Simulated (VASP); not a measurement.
# Y3Zr2F (P6/mmm) in VASP: a series of runs, part 2 of 2

VASP 6.6.1.

### 3 Single point, PBE

This run uses another cell than the first one, of 32.57 Å³/atom, 1.797 times its volume.

The input, INCAR:

```
SYSTEM = Y3Zr2F
PREC = Accurate ; ENCUT = 520
EDIFF = 1E-6 ; ISMEAR = 0
SIGMA = 0.1 ; LREAL = .False.
LASPH = .True. ; NELM = 100
ALGO = Normal ; ISIF = 2
LWAVE = .False. ; LCHARG = .False.
GGA = PE ; NBANDS = 41
```

The input, KPOINTS:

```
Automatic mesh
0
Gamma
  6 6 4
  0 0 0
```

The input, POSCAR:

```
Y3Zr2F
1.0
    6.8946605694      0.0000000000      0.0000000000
   -3.4473302847      5.9709512035      0.0000000000
    0.0000000000      0.0000000000      4.7472376566
Y Zr F
3 2 1
Direct
    0.0000000000      0.5000000000      0.5000000000
    0.5000000000      0.0000000000      0.5000000000
    0.5000000000      0.5000000000      0.5000000000
    0.3333333333      0.6666666667      0.0000000000
    0.6666666667      0.3333333333      0.0000000000
    0.0000000000      0.0000000000      0.0000000000
```

Potentials or basis: VASP PAW PBE potentials, release 64 (Y_sv, Zr_sv, F).

On the command line:

```
$ cat potpaw_PBE.64/Y_sv/POTCAR potpaw_PBE.64/Zr_sv/POTCAR potpaw_PBE.64/F/POTCAR > POTCAR
$ mpirun -np 1 vasp_std > vasp.out
```

OUTCAR:

```text
SYSTEM = Y3Zr2F
   PREC = Accurate
   ENCUT = 520
   EDIFF = 1E-6
   ISMEAR = 0
   LREAL = .False.
   LASPH = .True.
   NELM = 100
   ISIF = 2
   GGA = PE

 ion  position               nearest neighbor table
   1  0.000  0.500  0.500-   4 3.10   5 3.10   4 3.10   5 3.10   2 3.45   2 3.45   3 3.45   3 3.45

   2  0.500  0.000  0.500-   4 3.10   5 3.10   4 3.10   5 3.10   1 3.45   3 3.45   3 3.45   1 3.45

   3  0.500  0.500  0.500-   4 3.10   5 3.10   4 3.10   5 3.10   2 3.45   2 3.45   1 3.45   1 3.45

   4  0.333  0.667  0.000-   2 3.10   2 3.10   1 3.10   1 3.10   3 3.10   3 3.10
   5  0.667  0.333  0.000-   2 3.10   2 3.10   1 3.10   1 3.10   3 3.10   3 3.10
   6  0.000  0.000  0.000-

  LATTYP: Found a hexagonal cell.
 ALAT       =     6.8946605694
 C/A-ratio  =     0.6885382694

  Lattice vectors:

 A1 = (   6.8946605694,   0.0000000000,   0.0000000000)
 A2 = (  -3.4473302847,   5.9709512035,   0.0000000000)
 A3 = (   0.0000000000,   0.0000000000,   4.7472376566)

Analysis of symmetry for initial positions (statically):
=====================================================================
 Subroutine PRICEL returns:
 Original cell was already a primitive cell.

 Routine SETGRP: Setting up the symmetry group for a
 hexagonal supercell.

 Subroutine GETGRP returns: Found 24 space group operations
 (whereof 24 operations were pure point group operations)
 out of a pool of 24 trial point group operations.

The static configuration has the point symmetry D_6h.

Analysis of symmetry for dynamics (positions and initial velocities):
=====================================================================
 Subroutine PRICEL returns:
 Original cell was already a primitive cell.

 Routine SETGRP: Setting up the symmetry group for a
 hexagonal supercell.

 Subroutine GETGRP returns: Found 24 space group operations
 (whereof 24 operations were pure point group operations)
 out of a pool of 24 trial point group operations.

The dynamic configuration has the point symmetry D_6h.

 Subroutine INISYM returns: Found 24 space group operations
 (whereof 24 operations are pure point group operations),
 and found     1 'primitive' translations

----------------------------------------------------------------------------------------

                                     Primitive cell

  volume of cell :     195.4328

  direct lattice vectors                    reciprocal lattice vectors
     6.894660569  0.000000000  0.000000000     0.145039772  0.083738752  0.000000000
    -3.447330285  5.970951204  0.000000000     0.000000000  0.167477503  0.000000000
     0.000000000  0.000000000  4.747237657     0.000000000  0.000000000  0.210648818

  length of vectors
     6.894660569  6.894660569  4.747237657     0.167477503  0.167477503  0.210648818

  position of ions in fractional coordinates (direct lattice)
     0.000000000  0.500000000  0.500000000
     0.500000000  0.000000000  0.500000000
     0.500000000  0.500000000  0.500000000
     0.333333333  0.666666667  0.000000000
     0.666666667  0.333333333  0.000000000
     0.000000000  0.000000000  0.000000000

  ion indices of the primitive-cell ions
   primitive index   ion index
                 1           1
                 2           2
                 3           3
                 4           4
                 5           5
                 6           6
[... 31 lines left out ...]
  0.333333 -0.000000  0.000000      6.000000
  0.500000 -0.000000  0.000000      3.000000
  0.166667  0.166667  0.000000      6.000000
  0.333333  0.166667  0.000000     12.000000
[... 13 lines left out ...]
  0.333333  0.166667  0.500000     12.000000
  0.333333  0.333333  0.500000      2.000000
   k-points           NKPTS =     21   k-points in BZ     NKDIM =     21   number of bands    NBANDS=     41
   number of dos      NEDOS =    301   number of ions     NIONS =      6
   total plane-waves  NPLWV = 104976
   dimension x,y,z NGX =    54 NGY =   54 NGZ =   36
   dimension x,y,z NGXF=   108 NGYF=  108 NGZF=   72
   ions per type =               3   2   1
   NGX,Y,Z   is equivalent  to a cutoff of  13.02, 13.02, 12.61 a.u.
   NGXF,Y,Z  is equivalent  to a cutoff of  26.04, 26.04, 25.21 a.u.
 SYSTEM =  Y3Zr2F
   PREC   = accura    normal or accurate (medium, high low for compatibility)
   ISTART =      0    job   : 0-new  1-cont  2-samecut
   ICHARG =      2    charge: 1-file 2-atom 10-const
   ISPIN  =      1    spin polarized calculation?
   LNONCOLLINEAR =      F non collinear calculations
   LSORBIT =      F    spin-orbit coupling
   LASPH  =      T    aspherical Exc in radial PAW
   ENCUT  =  520.0 eV  38.22 Ry    6.18 a.u.  12.82 12.82  8.83*2*pi/ulx,y,z
   NELM   =    100;   NELMIN=  2; NELMDL= -5     # of ELM steps
   EDIFF  = 0.1E-05   stopping-criterion for ELM
   LREAL  =      F    real-space projection
   EDIFFG = 0.1E-04   stopping-criterion for IOM
   NSW    =      0    number of steps for IOM
   IBRION =     -1    ionic relax: 0-MD 1-quasi-New 2-CG
   NFREE  =      0    steps in history (QN), initial steepest desc. (CG)
   ISIF   =      2    stress and relaxation
   ISYM   =      2    0-nonsym 1-usesym 2-fastsym
   POTIM  = 0.5000    time-step for ionic-motion
   TEBEG  =    0.0;   TEEND  =   0.0 temperature during run
   PSTRESS=    0.0 pullay stress
   NELECT =      64.0000    total number of electrons
   NUPDOWN=      -1.0000    fix difference up-down
   EMIN   =  10.00;   EMAX   =-10.00  energy-range for DOS
   EFERMI =   0.00;   METHOD = LEGACY
   ISMEAR =     0;   SIGMA  =   0.10  broadening in eV -4-tet -1-fermi 0-gaus
   EFERMI_NEDOS =   21; number of points for ismear=-14 and -15
   IALGO  =     38    algorithm
   IMIX   =      4    mixing-type and parameters
     AMIX     =   0.40;   BMIX     =  1.00
     AMIX_MAG =   1.60;   BMIX_MAG =  1.00
  volume/ion in A,a.u.               =      32.57       219.81
  Fermi-wavevector in a.u.,A,eV,Ry     =   1.128415  2.132396 17.324590  1.273321
  Thomas-Fermi vector in A             =   2.265105
   LORBIT       =      0    0 simple, 1 ext, 2 COOP (PROOUT), +10 PAW based schemes
   GGA     = PE    functional components
   LHFCALC =     F    Hartree Fock is set to
   AEXX    =    0.0000 exact exchange contribution
   IVDW    =     0    specifies the selected vdW correction
   LEPSILON=     F    determine dielectric tensor
   LRPA    =     F    only Hartree local field effects (RPA)
 non-spin polarized calculation
 Gauss-broadening in eV      SIGMA  =   0.10
  energy-cutoff  :      520.00
  volume of cell :      195.43
 maximum number of plane-waves:      5284
 NGX is ok and might be reduce to    54
   NGX = 25   NGY = 25   NGZ = 17

 number of electron      63.9999996 magnetization

 Free energy of the ion-electron system (eV)
  ---------------------------------------------------
  ext. energy  EPLUGINS =         0.00000000
  ---------------------------------------------------
  free energy    TOTEN  =       -33.88779536 eV

  energy without entropy =      -33.81720275  energy(sigma->0) =      -33.85249906

 E-fermi :   2.6439     XC(G=0):  -8.6334

 val. band max:        2.6203274093   @ k =   0.1667   0.0000   0.5000
 cond. band min:       2.6483244980   @ k =   0.1667   0.1667   0.2500
 fundamental gap:      0.0279970887
 Fermi energy:         2.6438525518

 k-point     1 :       0.0000    0.0000    0.0000
  band No.  band energies     occupation
      1     -46.1552      2.00000
      2     -46.1500      2.00000
      3     -39.8605      2.00000
      4     -39.8093      2.00000
      5     -39.8093      2.00000
      6     -24.2572      2.00000
[... 913 lines left out ...]
     40       4.2044      0.00000
     41       4.5338      0.00000

------------------------ aborting loop because EDIFF is reached ----------------------------------------

  FORCE on cell =-STRESS in cart. coord.  units (eV):
  Direction    XX          YY          ZZ          XY          YZ          ZX
  --------------------------------------------------------------------------------------
  -------------------------------------------------------------------------------------
  Total        0.1100087      0.1100087     -0.2609812     -0.0000000     -0.0000000      0.0000000
  in kB        0.9018627      0.9018627     -2.1395502     -0.0000000     -0.0000000      0.0000000
  external PRESSURE =      -0.1119416 kB  Pullay stress =       0.0000000 kB

 VOLUME and BASIS-vectors are now :
 -----------------------------------------------------------------------------
  energy-cutoff  :      520.00
  volume of cell :      195.43
      direct lattice vectors                 reciprocal lattice vectors
     6.894660569  0.000000000  0.000000000     0.145039772  0.083738752  0.000000000
    -3.447330285  5.970951204  0.000000000     0.000000000  0.167477503  0.000000000
     0.000000000  0.000000000  4.747237657     0.000000000  0.000000000  0.210648818

 POSITION                                       TOTAL-FORCE (eV/Angst)
 -----------------------------------------------------------------------------------
     -1.72367      2.98548      2.37362        -0.000000      0.000000      0.000000
      3.44733      0.00000      2.37362        -0.000000      0.000000      0.000000
      1.72367      2.98548      2.37362        -0.000000      0.000000      0.000000
     -0.00000      3.98063      0.00000         0.000000      0.000000     -0.000000
      3.44733      1.99032      0.00000        -0.000000     -0.000000      0.000000
      0.00000      0.00000      0.00000        -0.000000      0.000000      0.000000
 -----------------------------------------------------------------------------------
    total drift:                                0.000000      0.000000      0.000000

  FREE ENERGIE OF THE ION-ELECTRON SYSTEM (eV)
  ---------------------------------------------------
  free  energy   TOTEN  =       -33.8877953650 eV

  energy  without entropy=      -33.8172027528  energy(sigma->0) =      -33.85249906
```

OSZICAR:

```text
N       E                     dE             d eps       ncg     rms          rms(c)
DAV:   1     0.514683573137E+03    0.51468E+03   -0.31478E+04  1730   0.147E+03
DAV:   2     0.160467150512E+02   -0.49864E+03   -0.48105E+03  1932   0.403E+02
DAV:   3    -0.318522760468E+02   -0.47899E+02   -0.45618E+02  2862   0.833E+01
DAV:   4    -0.365930015637E+02   -0.47407E+01   -0.46370E+01  2620   0.236E+01
DAV:   5    -0.368458152971E+02   -0.25281E+00   -0.25237E+00  2540   0.479E+00    0.354E+01
DAV:   6    -0.343330651054E+02    0.25128E+01   -0.96882E+00  2131   0.108E+01    0.230E+01
DAV:   7    -0.343521194170E+02   -0.19054E-01   -0.50563E+00  2340   0.983E+00    0.114E+01
DAV:   8    -0.338727634229E+02    0.47936E+00   -0.15908E+00  2160   0.555E+00    0.186E+00
DAV:   9    -0.338855382473E+02   -0.12775E-01   -0.22292E-01  2148   0.190E+00    0.867E-01
DAV:  10    -0.338864549370E+02   -0.91669E-03   -0.20682E-02  2539   0.537E-01    0.347E-01
DAV:  11    -0.338877077004E+02   -0.12528E-02   -0.38884E-03  2156   0.303E-01    0.127E-01
DAV:  12    -0.338877137337E+02   -0.60332E-05   -0.41954E-04  2571   0.807E-02    0.588E-02
DAV:  13    -0.338877788697E+02   -0.65136E-04   -0.17060E-04  2228   0.444E-02    0.342E-02
DAV:  14    -0.338877947453E+02   -0.15876E-04   -0.44595E-05  2092   0.288E-02    0.104E-02
DAV:  15    -0.338877953650E+02   -0.61970E-06   -0.75297E-06  2004   0.105E-02
   1 F= -.33887795E+02 E0= -.33852499E+02  d E =-.705926E-01
```

stdout:

```text
POSCAR found type information on POSCAR Y ZrF
 POSCAR found :  3 types and       6 ions
 scaLAPACK will be used
 LDA part: xc-table for (Slater+PW92), standard interpolation
 POSCAR, INCAR and KPOINTS ok, starting setup
 FFT: planning ... GRIDC
 FFT: planning ... GRID_SOFT
 FFT: planning ... GRID
 WAVECAR not read
 entering main loop
```

Wall time 4.7 min (1 thread of Oxide Virtual Turin-like, shared host); peak memory 0.38 GiB.

Results:

```yaml
Free_energy: -33.8878 eV
Pressure: 0.0 GPa
Band_gap_on_the_k_mesh: zero (band 32 reaches 3.15 eV, above the bottom of band 33 at 2.29 eV)
```
